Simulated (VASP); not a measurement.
# Ge2Sb2Te5 (P-3m1) in VASP: relaxation of cell and atoms with PBE

Aim: the relaxation of cell and atoms of Ge2Sb2Te5 with PBE.

Program: VASP 6.6.1. These are calculated values, not measurements. Logs are shortened: lines on timing, memory, paths and dates and some standing lists are left out, and cuts for length are marked.

### Step 1. The cell of the first run

Symmetry: P-3m1, No. 164, trigonal system. Conventional cell: a = 4.265 Å, b = 4.265 Å, c = 17.999 Å, α = 90.00°, β = 90.00°, γ = 120.00°. Within 3.7 Å of Ge (site symmetry 3m) lie 6 Te at 2.84 to 3.30 Å. Sb (site symmetry 3m) has 6 Te at 3.02 to 3.19 Å within 4.0 Å. Within 4.3 Å of Te (site symmetry -3m) lie 6 Sb at 3.19 Å and 6 Te at 4.26 Å. Te (site symmetry 3m) has 3 Sb at 3.02 Å and 3 Ge at 3.30 Å within 4.0 Å. Within 3.7 Å of Te (site symmetry 3m) lie 3 Ge at 2.84 Å.

### Step 2. Relaxation of cell and atoms, PBE

The input, INCAR:

```
SYSTEM = Ge2Sb2Te5
PREC = Accurate ; ENCUT = 600
EDIFF = 1E-7 ; ISMEAR = 0
SIGMA = 0.01 ; LREAL = .FALSE.
LASPH = .TRUE. ; NELM = 80
ALGO = Normal ; ISIF = 3
LWAVE = .FALSE. ; LCHARG = .FALSE.
GGA = PE ; IBRION = 2
NSW = 100 ; EDIFFG = -0.005
```

The input, KPOINTS:

```
Automatic mesh
0
G
  9 9 2
  0 0 0
```

The input, POSCAR:

```
Ge2Sb2Te5
1.0
    4.2648321257      0.0000000000      0.0000000000
   -2.1324160628      3.6934529637      0.0000000000
    0.0000000000      0.0000000000     17.9991050000
Ge Sb Te
2 2 5
Direct
    0.0000000000      0.0000000000      0.3322520000
    0.0000000000      0.0000000000      0.6677480000
    0.3333333300      0.6666666700      0.1126580000
    0.6666666700      0.3333333300      0.8873420000
    0.0000000000      0.0000000000      0.0000000000
    0.3333333300      0.6666666700      0.7901080000
    0.6666666700      0.3333333300      0.2098920000
    0.3333333300      0.6666666700      0.4110450000
    0.6666666700      0.3333333300      0.5889550000
```

Potentials or basis: VASP PAW PBE potentials, release 64 (Ge_d, Sb, Te).

Launch:

```
> cat potpaw_PBE.64/Ge_d/POTCAR potpaw_PBE.64/Sb/POTCAR potpaw_PBE.64/Te/POTCAR > POTCAR
> mpirun -np 1 vasp_std > vasp.out
```

OUTCAR:

```text
SYSTEM = Ge2Sb2Te5
   PREC = Accurate
   ENCUT = 600
   EDIFF = 1E-7
   ISMEAR = 0
   LREAL = .FALSE.
   LASPH = .TRUE.
   NELM = 80
   ISIF = 3
   GGA = PE
   IBRION = 2
   NSW = 100
   EDIFFG = -0.005

 ion  position               nearest neighbor table
   1  0.000  0.000  0.332-   8 2.84   8 2.84   8 2.84
   2  0.000  0.000  0.668-   9 2.84   9 2.84   9 2.84
   3  0.333  0.667  0.113-   7 3.02   7 3.02   7 3.02   5 3.19   5 3.19   5 3.19
   4  0.667  0.333  0.887-   6 3.02   6 3.02   6 3.02   5 3.19   5 3.19   5 3.19
   5  0.000  0.000  0.000-   3 3.19   4 3.19   3 3.19   4 3.19   4 3.19   3 3.19
   6  0.333  0.667  0.790-   4 3.02   4 3.02   4 3.02
   7  0.667  0.333  0.210-   3 3.02   3 3.02   3 3.02
   8  0.333  0.667  0.411-   1 2.84   1 2.84   1 2.84
   9  0.667  0.333  0.589-   2 2.84   2 2.84   2 2.84

  LATTYP: Found a hexagonal cell.
 ALAT       =     4.2648321257
 C/A-ratio  =     4.2203548626

  Lattice vectors:

 A1 = (   4.2648321257,   0.0000000000,   0.0000000000)
 A2 = (  -2.1324160628,   3.6934529637,   0.0000000000)
 A3 = (   0.0000000000,   0.0000000000,  17.9991050000)

Analysis of symmetry for initial positions (statically):
=====================================================================
 Subroutine PRICEL returns:
 Original cell was already a primitive cell.

 Routine SETGRP: Setting up the symmetry group for a
 hexagonal supercell.

 Subroutine GETGRP returns: Found 12 space group operations
 (whereof 12 operations were pure point group operations)
 out of a pool of 24 trial point group operations.

The static configuration has the point symmetry D_3d.

Analysis of symmetry for dynamics (positions and initial velocities):
=====================================================================
 Subroutine PRICEL returns:
 Original cell was already a primitive cell.

 Routine SETGRP: Setting up the symmetry group for a
 hexagonal supercell.

 Subroutine GETGRP returns: Found 12 space group operations
 (whereof 12 operations were pure point group operations)
 out of a pool of 24 trial point group operations.

The dynamic configuration has the point symmetry D_3d.

 Subroutine INISYM returns: Found 12 space group operations
 (whereof 12 operations are pure point group operations),
 and found     1 'primitive' translations

----------------------------------------------------------------------------------------

                                     Primitive cell

  volume of cell :     283.5211

  direct lattice vectors                    reciprocal lattice vectors
     4.264832126  0.000000000  0.000000000     0.234475818  0.135374676  0.000000000
    -2.132416063  3.693452964  0.000000000     0.000000000  0.270749353  0.000000000
     0.000000000  0.000000000 17.999105000     0.000000000  0.000000000  0.055558318

  length of vectors
     4.264832126  4.264832126 17.999105000     0.270749353  0.270749353  0.055558318

  position of ions in fractional coordinates (direct lattice)
     0.000000000  0.000000000  0.332252000
     0.000000000  0.000000000  0.667748000
     0.333333330  0.666666670  0.112658000
     0.666666670  0.333333330  0.887342000
     0.000000000  0.000000000  0.000000000
     0.333333330  0.666666670  0.790108000
     0.666666670  0.333333330  0.209892000
     0.333333330  0.666666670  0.411045000
     0.666666670  0.333333330  0.588955000

  ion indices of the primitive-cell ions
   primitive index   ion index
                 1           1
                 2           2
                 3           3
                 4           4
                 5           5
                 6           6
                 7           7
                 8           8
                 9           9

----------------------------------------------------------------------------------------

 KPOINTS: Automatic mesh

Automatic generation of k-mesh.
 Grid dimensions read from file:
 generate k-points for:    9    9    2

 Generating k-lattice:

  Cartesian coordinates                     Fractional coordinates (reciprocal lattice)
     0.026052869  0.015041631  0.000000000     0.111111111  0.000000000  0.000000000
     0.000000000  0.030083261  0.000000000     0.000000000  0.111111111  0.000000000
     0.000000000  0.000000000  0.027779159     0.000000000  0.000000000  0.500000000

  Length of vectors
     0.030083261  0.030083261  0.027779159

  Shift w.r.t. Gamma in fractional coordinates (k-lattice)
     0.000000000  0.000000000  0.000000000

 Subroutine IBZKPT returns following result:
 ===========================================

 Found     24 irreducible k-points:

 Following reciprocal coordinates:
            Coordinates               Weight
  0.000000  0.000000  0.000000      1.000000
  0.111111  0.000000  0.000000      6.000000
  0.222222  0.000000  0.000000      6.000000
  0.333333  0.000000  0.000000      6.000000
  0.444444  0.000000  0.000000      6.000000
  0.111111  0.111111  0.000000      6.000000
[... 16 lines left out ...]
  0.333333  0.222222  0.500000     12.000000
  0.333333  0.333333  0.500000      2.000000
   k-points           NKPTS =     24   k-points in BZ     NKDIM =     24   number of bands    NBANDS=     40
   number of dos      NEDOS =    301   number of ions     NIONS =      9
   total plane-waves  NPLWV = 186624
   dimension x,y,z NGX =    36 NGY =   36 NGZ =  144
   dimension x,y,z NGXF=    72 NGYF=   72 NGZF=  288
   ions per type =               2   2   5
   NGX,Y,Z   is equivalent  to a cutoff of  14.03, 14.03, 13.30 a.u.
   NGXF,Y,Z  is equivalent  to a cutoff of  28.07, 28.07, 26.60 a.u.
 SYSTEM =  Ge2Sb2Te5
   PREC   = accura    normal or accurate (medium, high low for compatibility)
   ISTART =      0    job   : 0-new  1-cont  2-samecut
   ICHARG =      2    charge: 1-file 2-atom 10-const
   ISPIN  =      1    spin polarized calculation?
   LNONCOLLINEAR =      F non collinear calculations
   LSORBIT =      F    spin-orbit coupling
   LASPH  =      T    aspherical Exc in radial PAW
   ENCUT  =  600.0 eV  44.10 Ry    6.64 a.u.   8.52  8.52 35.95*2*pi/ulx,y,z
   NELM   =     80;   NELMIN=  2; NELMDL= -5     # of ELM steps
   EDIFF  = 0.1E-06   stopping-criterion for ELM
   LREAL  =      F    real-space projection
   EDIFFG = -.5E-02   stopping-criterion for IOM
   NSW    =    100    number of steps for IOM
   IBRION =      2    ionic relax: 0-MD 1-quasi-New 2-CG
   NFREE  =      1    steps in history (QN), initial steepest desc. (CG)
   ISIF   =      3    stress and relaxation
   ISYM   =      2    0-nonsym 1-usesym 2-fastsym
   POTIM  = 0.5000    time-step for ionic-motion
   TEBEG  =    0.0;   TEEND  =   0.0 temperature during run
   PSTRESS=    0.0 pullay stress
   NELECT =      68.0000    total number of electrons
   NUPDOWN=      -1.0000    fix difference up-down
   EMIN   =  10.00;   EMAX   =-10.00  energy-range for DOS
   EFERMI =   0.00;   METHOD = LEGACY
   ISMEAR =     0;   SIGMA  =   0.01  broadening in eV -4-tet -1-fermi 0-gaus
   EFERMI_NEDOS =   21; number of points for ismear=-14 and -15
   IALGO  =     38    algorithm
   IMIX   =      4    mixing-type and parameters
     AMIX     =   0.40;   BMIX     =  1.00
     AMIX_MAG =   1.60;   BMIX_MAG =  1.00
  volume/ion in A,a.u.               =      31.50       212.59
  Fermi-wavevector in a.u.,A,eV,Ry     =   1.017145  1.922124 14.076356  1.034583
  Thomas-Fermi vector in A             =   2.150529
   LORBIT       =      0    0 simple, 1 ext, 2 COOP (PROOUT), +10 PAW based schemes
   GGA     = PE    functional components
   LHFCALC =     F    Hartree Fock is set to
   AEXX    =    0.0000 exact exchange contribution
   IVDW    =     0    specifies the selected vdW correction
   LEPSILON=     F    determine dielectric tensor
   LRPA    =     F    only Hartree local field effects (RPA)
 conjugate gradient relaxation of ions
 non-spin polarized calculation
 Gauss-broadening in eV      SIGMA  =   0.01
  energy-cutoff  :      600.00
  volume of cell :      283.52
 maximum number of plane-waves:      9557
 NGX is ok and might be reduce to    36
   NGX = 17   NGY = 17   NGZ = 71

--------------------------------------- Ionic step        1  -------------------------------------------

 number of electron      68.0000015 magnetization

 Free energy of the ion-electron system (eV)
  ---------------------------------------------------
  ext. energy  EPLUGINS =         0.00000000
  ---------------------------------------------------
  free energy    TOTEN  =       -33.85609491 eV

  energy without entropy =      -33.85609491  energy(sigma->0) =      -33.85609491

------------------------ aborting loop because EDIFF is reached ----------------------------------------

  FORCE on cell =-STRESS in cart. coord.  units (eV):
  Direction    XX          YY          ZZ          XY          YZ          ZX
  --------------------------------------------------------------------------------------
  -------------------------------------------------------------------------------------
  Total       -0.0406937     -0.0406937     -0.0244934     -0.0000000      0.0000000      0.0000000
  in kB       -0.2299600     -0.2299600     -0.1384121     -0.0000000      0.0000000      0.0000000
  external PRESSURE =      -0.1994440 kB  Pullay stress =       0.0000000 kB
[... 110 lines left out ...]
  FREE ENERGIE OF THE ION-ELECTRON SYSTEM (eV)
  ---------------------------------------------------
  free  energy   TOTEN  =       -33.8561311636 eV

  energy  without entropy=      -33.8561311636  energy(sigma->0) =      -33.85613116

[... ionic steps 4 to 8 ...]

--------------------------------------- Ionic step        9  -------------------------------------------

 number of electron      68.0000014 magnetization

------------------------ aborting loop because EDIFF is reached ----------------------------------------

  FORCE on cell =-STRESS in cart. coord.  units (eV):
  Direction    XX          YY          ZZ          XY          YZ          ZX
  --------------------------------------------------------------------------------------
  -------------------------------------------------------------------------------------
  Total        0.0189618      0.0189618      0.0224376      0.0000000      0.0000000     -0.0000000
  in kB        0.1071091      0.1071091      0.1267428      0.0000000      0.0000000     -0.0000000
  external PRESSURE =       0.1136537 kB  Pullay stress =       0.0000000 kB
[... 71 lines left out ...]
  energy  without entropy=      -33.8562436501  energy(sigma->0) =      -33.85624365

--------------------------------------- Ionic step       11  -------------------------------------------

 number of electron      68.0000014 magnetization

 Free energy of the ion-electron system (eV)
  ---------------------------------------------------
  ext. energy  EPLUGINS =         0.00000000
  ---------------------------------------------------
  free energy    TOTEN  =       -33.85624347 eV

  energy without entropy =      -33.85624347  energy(sigma->0) =      -33.85624347

 E-fermi :   5.8865     XC(G=0):  -9.2166

 val. band max:        5.8392857269   @ k =   0.1111   0.0000   0.5000
 cond. band min:       6.0048674706   @ k =   0.4444   0.0000   0.5000
 fundamental gap:      0.1655817438
 Fermi energy:         5.8865248265

 k-point     1 :       0.0000    0.0000    0.0000
  band No.  band energies     occupation
      1     -18.9268      2.00000
      2     -18.9268      2.00000
      3     -18.9268      2.00000
      4     -18.9268      2.00000
      5     -18.9152      2.00000
      6     -18.9152      2.00000
[... 1057 lines left out ...]
  FREE ENERGIE OF THE ION-ELECTRON SYSTEM (eV)
  ---------------------------------------------------
  free  energy   TOTEN  =       -33.8562434696 eV

  energy  without entropy=      -33.8562434696  energy(sigma->0) =      -33.85624347

 reached required accuracy - stopping structural energy minimisation
```

It took 72 min on 1 thread of Oxide Virtual Turin-like, shared host; peak memory 0.66 GiB.

What came out:

```
Free energy                           : -33.8562 eV
Relaxed volume                        : 31.53 Å³/atom
Relaxed cell                          : a = 4.264 Å, b = 4.264 Å, c = 18.018 Å, α = 90.00°, β = 90.00°, γ = 120.00°
Space group after relaxing (to 0.1 Å) : P-3m1 (No. 164)
Energy gained by relaxing             : 0.0 meV/atom
Ionic steps                           : 11
Pressure after relaxing               : 0.0 GPa
Largest force after relaxing          : 0.003 eV/Å
Band gap on the k mesh                : 0.17 eV (least direct gap 0.25 eV)
```

Forces in eV/Å, atoms in the order of the input:
```
Ge   0.000  0.000 -0.003
Ge   0.000  0.000  0.003
Sb   0.000  0.000 -0.002
Sb   0.000  0.000  0.002
Te   0.000  0.000  0.000
Te   0.000  0.000  0.000
Te   0.000  0.000  0.000
Te   0.000  0.000 -0.003
Te   0.000  0.000  0.003
```

Step by step:
```csv
step,energy change (eV),largest force (eV/Å),pressure (GPa),volume (Å³)
1,0.0000,0.0201,-0.02,283.52
2,0.0000,0.0106,0.02,283.36
3,0.0000,0.0107,0.02,283.36
4,-0.0001,0.0080,0.00,283.43
5,-0.0001,0.0087,0.00,283.49
6,-0.0001,0.0130,-0.01,283.61
7,-0.0001,0.0117,0.00,283.62
8,-0.0001,0.0077,0.01,283.63
9,-0.0001,0.0068,0.01,283.64
10,-0.0001,0.0038,-0.03,283.76
11,-0.0001,0.0032,0.00,283.73
```

Final structure:
```yaml
crystal:
  lattice:
    - [4.26411, 0.00000, 0.00000]
    - [-2.13206, 3.69283, 0.00000]
    - [0.00000, 0.00000, 18.01842]
  atoms:
    - { symbol: Ge, position: [0.00000, 0.00000, 0.33231] }
    - { symbol: Ge, position: [0.00000, 0.00000, 0.66769] }
    - { symbol: Sb, position: [0.33333, 0.66667, 0.11246] }
    - { symbol: Sb, position: [0.66667, 0.33333, 0.88754] }
    - { symbol: Te, position: [0.00000, 0.00000, 0.00000] }
    - { symbol: Te, position: [0.33333, 0.66667, 0.79055] }
    - { symbol: Te, position: [0.66667, 0.33333, 0.20945] }
    - { symbol: Te, position: [0.33333, 0.66667, 0.41105] }
    - { symbol: Te, position: [0.66667, 0.33333, 0.58895] }
```

Caveat: semilocal functionals underestimate gaps, and a narrow one can read as zero; spin-orbit coupling is left out, which moves the levels of the heavy elements; this functional lacks dispersion, which binds layers or chains, so the pressure and a relaxed spacing across them are unreliable.
